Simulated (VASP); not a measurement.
# NaTiO2 (R-3m) in VASP: single point with LDA+U

Aim: the single point of NaTiO2 with LDA+U.

All numbers are computed with VASP 6.6.1; they aren't measurements. Logs are shortened: lines on timing, memory, paths and dates and some standing lists are left out, and cuts for length are marked.

### Step 1. The cell of the first run

It takes space group R-3m (No. 166, trigonal). The conventional cell has a = 3.013 Å, b = 3.013 Å, c = 16.197 Å, α = 90.00°, β = 90.00°, γ = 120.00°. Na (site symmetry -3m) has 6 O at 2.35 Å and 6 Na at 3.01 Å within 3.1 Å. Within 2.7 Å of Ti (site symmetry -3m) lie 6 O at 2.07 Å. Within 2.7 Å of O (site symmetry 3m) lie 3 Ti at 2.07 Å and 3 Na at 2.35 Å.

### Step 2. Single point, LDA+U, collinear spin, ferromagnetic start

INCAR

```
SYSTEM = NaTiO2
ALGO     = Normal         ! electronic algorithm
EDIFF    = 1E-7           ! SCF threshold, eV
ENCUT    = 520            ! plane-wave cutoff, eV
ISIF     = 2              ! what is computed and relaxed
ISMEAR   = -1             ! smearing method
ISPIN    = 2              ! spin polarisation
LASPH    = .TRUE.         ! aspherical terms in the spheres
LCHARG   = .FALSE.        ! write CHGCAR
LDAU     = .TRUE.         ! DFT+U
LDAUJ    = 0 0 0        
LDAUL    = -1 2 -1        ! shell
LDAUPRINT= 1            
LDAUTYPE = 2            
LDAUU    = 0 1 0          ! U, eV
LMAXMIX  = 4              ! l up to which the mixer works
LORBIT   = 11             ! projections on sites
LREAL    = .FALSE.        ! projectors in reciprocal space
LWAVE    = .FALSE.        ! write WAVECAR
MAGMOM   = 0 0.1 0 0      ! initial moments
NBANDS   = 28             ! bands
NELM     = 150            ! most SCF steps
NUPDOWN  = 0.1            ! fixed moment
PREC     = Accurate       ! precision mode
SIGMA    = 0.03           ! smearing width, eV
```

KPOINTS

```
k-points
0
G
  10 10 10
  0 0 0
```

POSCAR

```
NaTiO2
1.0
    1.5065914500      0.8698309792      5.3990454898
   -1.5065914500      0.8698309792      5.3990454898
    0.0000000000     -1.7396619584      5.3990454898
Na Ti O
1 1 2
Direct
    0.0000000000      0.0000000000      0.0000000000
    0.5000000000      0.5000000000      0.5000000000
    0.7638036100      0.7638036100      0.7638036100
    0.2361963900      0.2361963900      0.2361963900
```

Potentials or basis: VASP PAW LDA potentials, release 64 (Na_pv, Ti_sv, O).

Launch:

```sh
$ cat potpaw_LDA.64/Na_pv/POTCAR potpaw_LDA.64/Ti_sv/POTCAR potpaw_LDA.64/O/POTCAR > POTCAR
$ mpirun -np 1 vasp_std > vasp.out
```

OUTCAR:

```text
SYSTEM = NaTiO2
   EDIFF = 1E-7
   ENCUT = 520
   ISIF = 2
   ISMEAR = -1
   ISPIN = 2
   LASPH = .TRUE.
   LORBIT = 11
   LREAL = .FALSE.
   NELM = 150
   NUPDOWN = 0.1
   PREC = Accurate

 ion  position               nearest neighbor table
   1  0.000  0.000  0.000-   3 2.35   4 2.35   3 2.35   3 2.35   4 2.35   4 2.35
   2  0.500  0.500  0.500-   4 2.07   3 2.07   4 2.07   4 2.07   3 2.07   3 2.07
   3  0.764  0.764  0.764-   2 2.07   2 2.07   2 2.07   1 2.35   1 2.35   1 2.35
   4  0.236  0.236  0.236-   2 2.07   2 2.07   2 2.07   1 2.35   1 2.35   1 2.35

  LATTYP: Found a trigonal (rhomboedric) cell.
 ALAT       =     5.6723994862
 COS(alpha) =     0.8589128780

  Lattice vectors:

 A1 = (   1.5065914500,   0.8698309792,   5.3990454898)
 A2 = (  -1.5065914500,   0.8698309792,   5.3990454898)
 A3 = (   0.0000000000,  -1.7396619584,   5.3990454898)

Analysis of symmetry for initial positions (statically):
=====================================================================
 Subroutine PRICEL returns:
 Original cell was already a primitive cell.

 Routine SETGRP: Setting up the symmetry group for a
 trigonal (rhombohedral) supercell.

 Subroutine GETGRP returns: Found 12 space group operations
 (whereof 12 operations were pure point group operations)
 out of a pool of 12 trial point group operations.

The static configuration has the point symmetry D_3d.

Analysis of symmetry for dynamics (positions and initial velocities):
=====================================================================
 Subroutine PRICEL returns:
 Original cell was already a primitive cell.

 Routine SETGRP: Setting up the symmetry group for a
 trigonal (rhombohedral) supercell.

 Subroutine GETGRP returns: Found 12 space group operations
 (whereof 12 operations were pure point group operations)
 out of a pool of 12 trial point group operations.

The dynamic configuration has the point symmetry D_3d.

Analysis of structural, dynamic, and magnetic symmetry:
[... 181 lines left out ...]
  o =  0.1804  v =  0.0000  0.1561  0.0000 -0.0000  0.9877  0.0000  0.0000  0.0000  0.0000  0.0000      0.0000  0.0000  0.0000  0.0000  0.0000  0.0000  0.0000  0.0000  0.0000  0.0000
  o =  0.1804  v = -0.9877  0.0000  0.0000 -0.1561 -0.0000  0.0000  0.0000  0.0000  0.0000  0.0000      0.0000  0.0000  0.0000  0.0000  0.0000  0.0000  0.0000  0.0000  0.0000  0.0000
  o =  0.1947  v =  0.0000  0.0000 -1.0000 -0.0000  0.0000  0.0000  0.0000  0.0000  0.0000  0.0000      0.0000  0.0000  0.0000  0.0000  0.0000  0.0000  0.0000  0.0000  0.0000  0.0000
  o =  0.1991  v =  0.0000  0.0000  0.0000  0.0000  0.0000  0.0000  0.9651 -0.0000  0.0000  0.2618      0.0000  0.0000  0.0000  0.0000  0.0000  0.0000  0.0000  0.0000  0.0000  0.0000
  o =  0.1991  v =  0.0000  0.0000  0.0000  0.0000  0.0000 -0.2618  0.0000 -0.0000 -0.9651  0.0000      0.0000  0.0000  0.0000  0.0000  0.0000  0.0000  0.0000  0.0000  0.0000  0.0000
  o =  0.2132  v =  0.0000 -0.9877 -0.0000 -0.0000  0.1561  0.0000  0.0000  0.0000  0.0000  0.0000      0.0000  0.0000  0.0000  0.0000  0.0000  0.0000  0.0000  0.0000  0.0000  0.0000
  o =  0.2132  v =  0.1561  0.0000  0.0000 -0.9877 -0.0000  0.0000  0.0000  0.0000  0.0000  0.0000      0.0000  0.0000  0.0000  0.0000  0.0000  0.0000  0.0000  0.0000  0.0000  0.0000

 number of electron      31.0000001 magnetization       0.1000000

 Free energy of the ion-electron system (eV)
  ---------------------------------------------------
  ext. energy  EPLUGINS =         0.00000000
  ---------------------------------------------------
  free energy    TOTEN  =       -31.02680404 eV

  energy without entropy =      -31.01972126  energy(sigma->0) =      -31.02326265

 E-fermi :   7.1760     XC(G=0): -11.7508

 val. band max:        7.1732875599   @ k =   0.4000   0.3000   0.1000
 cond. band min:       7.1858086289   @ k =   0.3000   0.3000   0.1000
 fundamental gap:      0.0125210690
 Fermi energy:         7.1771911408

 spin component 1

 k-point     1 :       0.0000    0.0000    0.0000
  band No.  band energies     occupation
      1     -50.8117      1.00000
      2     -27.4422      1.00000
      3     -27.2802      1.00000
      4     -27.2802      1.00000
      5     -17.2738      1.00000
      6     -17.1125      1.00000
[... 1433 lines left out ...]
     26      21.4478      0.00000
     27      21.9965      0.00000

 [... further k-points ...]

 [bands above 27 left out]

------------------------ aborting loop because EDIFF is reached ----------------------------------------

  FORCE on cell =-STRESS in cart. coord.  units (eV):
  Direction    XX          YY          ZZ          XY          YZ          ZX
  --------------------------------------------------------------------------------------
  -------------------------------------------------------------------------------------
  Total       -2.6095632     -2.6095632     -0.9742865      0.0000000     -0.0000000      0.0000000
  in kB      -98.4872005    -98.4872005    -36.7704247      0.0000000     -0.0000000      0.0000000
  external PRESSURE =     -77.9149419 kB  Pullay stress =       0.0000000 kB

 VOLUME and BASIS-vectors are now :
 -----------------------------------------------------------------------------
  energy-cutoff  :      520.00
  volume of cell :       42.45
      direct lattice vectors                 reciprocal lattice vectors
     1.506591450  0.869830979  5.399045490     0.331874975  0.191608106  0.061739308
    -1.506591450  0.869830979  5.399045490    -0.331874975  0.191608106  0.061739308
     0.000000000 -1.739661958  5.399045490     0.000000000 -0.383216212  0.061739308

 POSITION                                       TOTAL-FORCE (eV/Angst)
 -----------------------------------------------------------------------------------
      0.00000      0.00000      0.00000        -0.000000      0.000000     -0.000000
      0.00000      0.00000      8.09857         0.000000      0.000000     -0.000000
      0.00000      0.00000     12.37143        -0.000000     -0.000000      0.060838
      0.00000      0.00000      3.82571        -0.000000      0.000000     -0.060838
 -----------------------------------------------------------------------------------
    total drift:                                0.000000      0.000000     -0.000000

  FREE ENERGIE OF THE ION-ELECTRON SYSTEM (eV)
  ---------------------------------------------------
  free  energy   TOTEN  =       -31.0268040402 eV

  energy  without entropy=      -31.0197212576  energy(sigma->0) =      -31.02326265

 total charge

# of ion       s       p       d       tot
------------------------------------------
    1        0.069   6.010   0.000   6.078
    2        2.186   6.212   1.856  10.254
    3        1.544   3.467   0.000   5.011
    4        1.544   3.467   0.000   5.011
--------------------------------------------------
tot          5.342  19.157   1.856  26.355

 magnetization (x)

# of ion       s       p       d       tot
------------------------------------------
    1        0.000  -0.000   0.000   0.000
    2        0.001   0.001   0.080   0.081
    3       -0.000   0.001   0.000   0.001
    4       -0.000   0.001   0.000   0.001
--------------------------------------------------
tot          0.001   0.003   0.080   0.084
```

OSZICAR:

```text
N       E                     dE             d eps       ncg     rms          rms(c)
DAV:   1     0.358198743858E+03    0.35820E+03   -0.14893E+04 13352   0.136E+03
DAV:   2     0.844509566652E+00   -0.35735E+03   -0.32800E+03 13332   0.412E+02
DAV:   3    -0.361610540183E+02   -0.37006E+02   -0.36286E+02 18412   0.127E+02
DAV:   4    -0.378105079480E+02   -0.16495E+01   -0.16311E+01 18372   0.223E+01
DAV:   5    -0.378501984865E+02   -0.39691E-01   -0.39678E-01 15064   0.297E+00    0.183E+01
DAV:   6    -0.315420854573E+02    0.63081E+01   -0.16940E+01 16744   0.495E+01    0.759E+00
DAV:   7    -0.311364180961E+02    0.40567E+00   -0.26902E+00 14328   0.161E+01    0.507E+00
DAV:   8    -0.310733319634E+02    0.63086E-01   -0.49236E-01 14612   0.804E+00    0.178E+00
DAV:   9    -0.310456453699E+02    0.27687E-01   -0.91425E-02 15308   0.299E+00    0.129E+00
DAV:  10    -0.310267871482E+02    0.18858E-01   -0.34832E-02 15020   0.239E+00    0.129E-01
DAV:  11    -0.310268753246E+02   -0.88176E-04   -0.33573E-03 14276   0.461E-01    0.716E-02
DAV:  12    -0.310267927252E+02    0.82599E-04   -0.17554E-04 15128   0.156E-01    0.405E-02
DAV:  13    -0.310268052720E+02   -0.12547E-04   -0.66561E-05 17496   0.483E-02    0.202E-02
DAV:  14    -0.310268052685E+02    0.35543E-08   -0.46104E-06 14916   0.251E-02    0.129E-02
DAV:  15    -0.310268047092E+02    0.55926E-06   -0.16755E-06 14612   0.921E-03    0.646E-03
DAV:  16    -0.310268040601E+02    0.64912E-06   -0.93161E-07 14392   0.113E-02    0.228E-03
DAV:  17    -0.310268040402E+02    0.19888E-07   -0.74918E-08 11780   0.268E-03
   1 F= -.31026804E+02 E0= -.31023263E+02  d E =-.708278E-02  mag=     0.1000
```

stdout:

```text
POSCAR found type information on POSCAR NaTiO
 POSCAR found :  3 types and       4 ions
 scaLAPACK will be used
 LDA part: xc-table for (Slater(with rela. corr.)+CA(PZ))
 , standard interpolation
 POSCAR, INCAR and KPOINTS ok, starting setup
 FFT: planning ... GRIDC
 FFT: planning ... GRID_SOFT
 FFT: planning ... GRID
 WAVECAR not read
 entering main loop
```

Run time: 17 min. Hardware: 1 thread of Oxide Virtual Turin-like, shared host; peak memory 0.34 GiB.

Results:

- Free energy: -31.0268 eV
- Pressure: -7.8 GPa
- Largest force: 0.061 eV/Å
- Net moment: 0.10 μB per cell
- Site moments: Na +0.00; Ti +0.08; O +0.00 μB
- Valence electrons inside the program's atomic spheres: Na 6.08; Ti 10.25; O 5.01

Forces in eV/Å, atoms in the order of the input:
```
Na   0.000  0.000  0.000
Ti   0.000  0.000  0.000
O    0.000  0.000  0.061
O    0.000  0.000 -0.061
```

Eigenvalues of the final occupation matrices:
| site | spin | trace | eigenvalues |
| --- | --- | --- | --- |
| site 2 d | 1 | 0.98 | 0.18 0.18 0.19 0.21 0.21 |
| site 2 d | 2 | 0.90 | 0.16 0.16 0.18 0.20 0.20 |

Caveat: the total moment is fixed, so each spin has its own Fermi level. The state reached can hang on the start; a lower one may exist.
